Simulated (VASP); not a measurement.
# NaCl (R3m) in VASP: notebook

NaCl is run at these levels: PBE; tasks: single point.

Everything below comes from runs of VASP 6.6.1. Logs are shortened: lines on timing, memory, paths and dates and some standing lists are left out, and cuts for length are marked.

## 1. The cell of the first run

Symmetry: R3m, No. 160, trigonal system. Conventional cell: a = 4.953 Å, b = 4.953 Å, c = 6.066 Å, α = 90.00°, β = 90.00°, γ = 120.00°. Na (site symmetry 3m) has 8 Cl at 2.93 to 3.13 Å and 6 Na at 3.50 Å within 3.9 Å. Within 3.9 Å of Cl (site symmetry 3m) lie 8 Na at 2.93 to 3.13 Å and 6 Cl at 3.50 Å.

## 2. Single point, PBE

File INCAR:

```
PREC = Accurate ; ENCUT = 520
EDIFF = 1E-6 ; ISMEAR = 0
SIGMA = 0.05 ; LREAL = F
LASPH = T ; NELM = 60
ALGO = Normal ; ISIF = 2
LWAVE = F ; LCHARG = F
GGA = PE ; NBANDS = 14
```

File KPOINTS:

```
regular mesh
0
Gamma
  6 6 6
```

File POSCAR:

```
NaCl
1.0
    3.5021900000      0.0000000000      0.0000000000
    0.0000000000      3.5021900000      0.0000000000
    0.0000000000      0.0000000000      3.5021900000
Na Cl
1 1
Direct
    0.0000000000      0.0000000000      0.0000000000
    0.5164854068      0.5164854068      0.5164854068
```

Potentials or basis: VASP PAW PBE potentials, release 64 (Na_pv, Cl).

Started as:

```bash
$ cat potpaw_PBE.64/Na_pv/POTCAR potpaw_PBE.64/Cl/POTCAR > POTCAR
$ mpirun -np 1 vasp_std > vasp.out
```

OUTCAR:

```text
PREC = Accurate
   ENCUT = 520
   EDIFF = 1E-6
   ISMEAR = 0
   LREAL = F
   LASPH = T
   NELM = 60
   ISIF = 2
   GGA = PE

 ion  position               nearest neighbor table
   1  0.000  0.000  0.000-
   2  0.516  0.516  0.516-

  LATTYP: Found a simple cubic cell.
 ALAT       =     3.5021900000

  Lattice vectors:

 A1 = (   3.5021900000,   0.0000000000,   0.0000000000)
 A2 = (   0.0000000000,   3.5021900000,   0.0000000000)
 A3 = (   0.0000000000,   0.0000000000,   3.5021900000)

Analysis of symmetry for initial positions (statically):
=====================================================================
 Subroutine PRICEL returns:
 Original cell was already a primitive cell.

 Routine SETGRP: Setting up the symmetry group for a
 simple cubic supercell.

 Subroutine GETGRP returns: Found  6 space group operations
 (whereof  6 operations were pure point group operations)
 out of a pool of 48 trial point group operations.

The static configuration has the point symmetry C_3v.

Analysis of symmetry for dynamics (positions and initial velocities):
=====================================================================
 Subroutine PRICEL returns:
 Original cell was already a primitive cell.

 Routine SETGRP: Setting up the symmetry group for a
 simple cubic supercell.

 Subroutine GETGRP returns: Found  6 space group operations
 (whereof  6 operations were pure point group operations)
 out of a pool of 48 trial point group operations.

The dynamic configuration has the point symmetry C_3v.

 Subroutine INISYM returns: Found  6 space group operations
 (whereof  6 operations are pure point group operations),
 and found     1 'primitive' translations

----------------------------------------------------------------------------------------

                                     Primitive cell

  volume of cell :      42.9555

  direct lattice vectors                    reciprocal lattice vectors
     3.502190000  0.000000000  0.000000000     0.285535622  0.000000000  0.000000000
     0.000000000  3.502190000  0.000000000     0.000000000  0.285535622  0.000000000
     0.000000000  0.000000000  3.502190000     0.000000000  0.000000000  0.285535622

  length of vectors
     3.502190000  3.502190000  3.502190000     0.285535622  0.285535622  0.285535622

  position of ions in fractional coordinates (direct lattice)
     0.000000000  0.000000000  0.000000000
[... 81 lines left out ...]
   NSW    =      0    number of steps for IOM
   IBRION =     -1    ionic relax: 0-MD 1-quasi-New 2-CG
   NFREE  =      0    steps in history (QN), initial steepest desc. (CG)
   ISIF   =      2    stress and relaxation
   ISYM   =      2    0-nonsym 1-usesym 2-fastsym
   POTIM  = 0.5000    time-step for ionic-motion
   TEBEG  =    0.0;   TEEND  =   0.0 temperature during run
   PSTRESS=    0.0 pullay stress
   NELECT =      14.0000    total number of electrons
   NUPDOWN=      -1.0000    fix difference up-down
   EMIN   =  10.00;   EMAX   =-10.00  energy-range for DOS
   EFERMI =   0.00;   METHOD = LEGACY
   ISMEAR =     0;   SIGMA  =   0.05  broadening in eV -4-tet -1-fermi 0-gaus
   EFERMI_NEDOS =   21; number of points for ismear=-14 and -15
   IALGO  =     38    algorithm
   IMIX   =      4    mixing-type and parameters
     AMIX     =   0.40;   BMIX     =  1.00
     AMIX_MAG =   1.60;   BMIX_MAG =  1.00
  volume/ion in A,a.u.               =      21.48       144.94
  Fermi-wavevector in a.u.,A,eV,Ry     =   1.126621  2.129005 17.269530  1.269275
  Thomas-Fermi vector in A             =   2.263304
   LORBIT       =      0    0 simple, 1 ext, 2 COOP (PROOUT), +10 PAW based schemes
   GGA     = PE    functional components
   LHFCALC =     F    Hartree Fock is set to
   AEXX    =    0.0000 exact exchange contribution
   IVDW    =     0    specifies the selected vdW correction
   LEPSILON=     F    determine dielectric tensor
   LRPA    =     F    only Hartree local field effects (RPA)
 non-spin polarized calculation
 Gauss-broadening in eV      SIGMA  =   0.05
  energy-cutoff  :      520.00
  volume of cell :       42.96
 maximum number of plane-waves:      1189
 NGX is ok and might be reduce to    28
   NGX = 13   NGY = 13   NGZ = 13

 number of electron      13.9999982 magnetization

 Free energy of the ion-electron system (eV)
  ---------------------------------------------------
  ext. energy  EPLUGINS =         0.00000000
  ---------------------------------------------------
  free energy    TOTEN  =        -6.46668557 eV

  energy without entropy =       -6.46668557  energy(sigma->0) =       -6.46668557

 E-fermi :   0.6774     XC(G=0):  -8.4302

 val. band max:        0.4211878522   @ k =   0.5000   0.5000   0.0000
 cond. band min:       4.4048888047   @ k =   0.0000   0.0000   0.0000
 fundamental gap:      3.9837009525
 Fermi energy:         0.6774447537

 k-point     1 :       0.0000    0.0000    0.0000
  band No.  band energies     occupation
      1     -21.6443      2.00000
      2     -21.6443      2.00000
      3     -21.6442      2.00000
      4     -12.9538      2.00000
      5      -0.0689      2.00000
      6      -0.0684      2.00000
      7      -0.0684      2.00000
      8       4.4049      0.00000
      9       9.0071      0.00000
     10       9.0071      0.00000
     11      16.0934      0.00000
     12      16.0936      0.00000
     13      16.1350      0.00000
     14      16.3464      0.00000
[... 377 lines left out ...]
      1     -21.6768      2.00000
      2     -21.6661      2.00000
      3     -21.6467      2.00000
      4     -12.3365      2.00000
      5      -1.9150      2.00000
      6      -1.3268      2.00000
      7      -0.1994      2.00000
      8       6.8722      0.00000
      9       9.5739      0.00000
     10       9.6179      0.00000
     11      11.8859      0.00000
     12      13.8753      0.00000
     13      14.3081      0.00000
     14      16.5248      0.00000

 [... further k-points ...]
[... 5 lines left out ...]
  --------------------------------------------------------------------------------------
  -------------------------------------------------------------------------------------
  Total        0.0375693      0.0375693      0.0375693      0.0132852      0.0132852      0.0132852
  in kB        1.4012806      1.4012806      1.4012806      0.4955200      0.4955200      0.4955200
  external PRESSURE =       1.4012806 kB  Pullay stress =       0.0000000 kB

 VOLUME and BASIS-vectors are now :
 -----------------------------------------------------------------------------
  energy-cutoff  :      520.00
  volume of cell :       42.96
      direct lattice vectors                 reciprocal lattice vectors
     3.502190000  0.000000000  0.000000000     0.285535622  0.000000000  0.000000000
     0.000000000  3.502190000  0.000000000     0.000000000  0.285535622  0.000000000
     0.000000000  0.000000000  3.502190000     0.000000000  0.000000000  0.285535622

 POSITION                                       TOTAL-FORCE (eV/Angst)
 -----------------------------------------------------------------------------------
      0.00000      0.00000      0.00000         0.020968      0.020968      0.020968
      1.80883      1.80883      1.80883        -0.020968     -0.020968     -0.020968
 -----------------------------------------------------------------------------------
    total drift:                                0.000081      0.000081      0.000082

  FREE ENERGIE OF THE ION-ELECTRON SYSTEM (eV)
  ---------------------------------------------------
  free  energy   TOTEN  =        -6.4666855665 eV

  energy  without entropy=       -6.4666855665  energy(sigma->0) =       -6.46668557
```

Wall time 29 s (1 thread of AMD EPYC, shared host); peak memory 0.12 GiB.

Results:

```
Free energy            : -6.4667 eV
Pressure               : 0.1 GPa
Largest force          : 0.036 eV/Å
Band gap on the k mesh : 3.98 eV, indirect (least direct gap 4.47 eV)
```

Forces in eV/Å, atoms in the order of the input:
```
Na   0.021  0.021  0.021
Cl  -0.021 -0.021 -0.021
```

Caveat: the cell differs from its parent crystal (all Cl atoms moved -0.100 Å, as atom 2 towards its neighbour atom 1 (Na) at 3.033 Å). A k mesh can miss the band edges.

## 3. Single point, PBE

File INCAR:

```
SYSTEM = NaCl
PREC = Accurate
ENCUT = 520
EDIFF = 1E-7
ISMEAR = 0
SIGMA = 0.05
LREAL = .False.
LASPH = .True.
NELM = 60
ALGO = Normal
ISIF = 2
LWAVE = .False.
LCHARG = .True.
GGA = PE
LELF = .True.
LVHAR = .True.
NBANDS = 14
```

File KPOINTS:

```
regular mesh
0
Gamma
  6 6 6
  0 0 0
```

POSCAR, as its differences from that of step 2:

```diff
@@ -9,2 +9,2 @@
     0.0000000000      0.0000000000      0.0000000000
-    0.5164854068      0.5164854068      0.5164854068
+    0.4917572966      0.4917572966      0.4917572966
```

Potentials or basis: VASP PAW PBE potentials, release 64 (Na_pv, Cl).

Started as:

```bash
$ cat potpaw_PBE.64/Na_pv/POTCAR potpaw_PBE.64/Cl/POTCAR > POTCAR
$ mpirun -np 1 vasp_std > vasp.out
```

Run time: 33 s. Hardware: 1 thread of AMD EPYC, shared host; peak memory 0.12 GiB.

Results (log left out):

* Free energy: -6.4680 eV
* Pressure: 0.1 GPa
* Largest force: 0.017 eV/Å
* Band gap on the k mesh: 3.98 eV, indirect (least direct gap 4.47 eV)

Forces in eV/Å, atoms in the order of the input:
```
Na  -0.010 -0.010 -0.010
Cl   0.010  0.010  0.010
```

Levels at points of the mesh, in eV from the valence-band top:
```
           k point  band 3  band 4  band 5  band 6  band 7  band 8  band 9  band 10  band 11  band 12
(0.00, 0.00, 0.00)  -22.07  -13.38   -0.49   -0.49   -0.49    3.98    8.58     8.58    15.68    15.68
(0.50, 0.00, 0.00)  -22.07  -13.02   -2.94   -0.26   -0.26    6.92    8.56    10.51    11.84    11.85
(0.50, 0.50, 0.00)  -22.07  -12.75   -2.26   -2.26    0.00    5.54    9.88    11.03    11.03    12.61
(0.50, 0.50, 0.50)  -22.10  -12.48   -1.84   -1.84   -1.84    7.12    7.12     7.13    11.65    15.88
```

Caveat: the cell differs from its parent crystal (all Cl atoms moved +0.050 Å, as atom 2 towards its neighbour atom 1 (Na) at 3.033 Å).
